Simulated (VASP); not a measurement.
BiP, 4 atoms in the cell. Symmetry: P6_3mc, No. 186, hexagonal system. The conventional cell has a = 4.905 Å, b = 4.905 Å, c = 6.174 Å, α = 90.00°, β = 90.00°, γ = 120.00°. Within 3.6 Å of Bi (site symmetry 3m) lie 5 P at 2.71 to 3.47 Å. Within 3.6 Å of P (site symmetry 3m) lie 5 Bi at 2.71 to 3.47 Å. 

```yaml
Program: VASP 6.6.1
Task: single point
Functional: PBEsol
Potentials_or_basis: VASP PAW PBE potentials, release 64 (Bi_d, P)
Cutoff: 520 eV
k_mesh: 8 × 8 × 6
Occupations: gaussian, width 0.05 eV
Spin: no spin polarisation
Dipole_correction: no
Further_INCAR_settings: ALGO = Normal; EDIFF = 1e-06; NBANDS = 28
```

Potentials or basis: VASP PAW PBE potentials, release 64 (Bi_d, P).

Command:

```sh
$ cat potpaw_PBE.64/Bi_d/POTCAR potpaw_PBE.64/P/POTCAR > POTCAR
$ mpirun -np 1 vasp_std > vasp.out
```

Hardware: 1 thread of AMD EPYC 7R13 Processor (Zen 3), on a shared host.

Task: How long does it take, and how much memory?

Result: It took 94 s on 1 thread of AMD EPYC 7R13 Processor (Zen 3) (shared host), peak memory 0.27 GiB. Counts: scf iterations 14, k points 40.
